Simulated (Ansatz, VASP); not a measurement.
One calculation of BP, two programs

The input INCAR:

```
ALGO = Normal
EDIFF = 1E-7
ENCUT = 520
GGA = PS
ISIF = 2
ISMEAR = 0
LASPH = T
LCHARG = F
LREAL = F
LWAVE = F
NBANDS = 11
NELM = 80
PREC = Accurate
SIGMA = 0.05
```

KPOINTS

```
k-points
0
Gamma
  12 12 12
```

File POSCAR:

```
BP
1.0
    0.0000000000      2.2750223211      2.2750223211
    2.2750223211      0.0000000000      2.2750223211
    2.2750223211      2.2750223211      0.0000000000
B P
1 1
Direct
    0.0000000000      0.0000000000      0.0000000000
    0.7500000000      0.7500000000      0.7500000000
```

Input for Ansatz:

```yaml
crystal:
  lattice:
    - [0.0, 2.2750223211, 2.2750223211]
    - [2.2750223211, 0.0, 2.2750223211]
    - [2.2750223211, 2.2750223211, 0.0]
  atoms:
    - { symbol: B, position: [0.0, 0.0, 0.0] }
    - { symbol: P, position: [0.75, 0.75, 0.75] }
basis:
  ecutwfc: 420
  ecutrho_ratio: 4
kpoints:
  mp_grid: { grid: [12, 12, 12] }
hamiltonian:
  xc: pbesol
scf:
  occupations: { method: gaussian, width: 0.05 }
output:
  forces: true
  stress: true
  eigenvalues: true
```

Alike in both runs: task single point; functional PBEsol; k mesh 12 × 12 × 12; occupations gaussian, width 0.05 eV; no spin polarisation.

|  | VASP | Ansatz |
| --- | --- | --- |
| version | VASP 6.6.1 | Ansatz 0.2.0 |
| potentials or method | VASP PAW PBE potentials, release 64 (B, P), cutoff 520 eV | scalar-relativistic, plane waves, PAW |
| valence electrons in the cell | 8 | 8 |

```tsv
	VASP	Ansatz	Ansatz less VASP
gap on the k mesh at the Fermi level (eV)	1.14	1.14	+0.004
least direct gap on the mesh (eV)	3.35	3.35	+0.005
pressure (GPa)	-3.1	-3.2	-0.10
```

VASP's potentials were made for PBE, not for PBEsol.
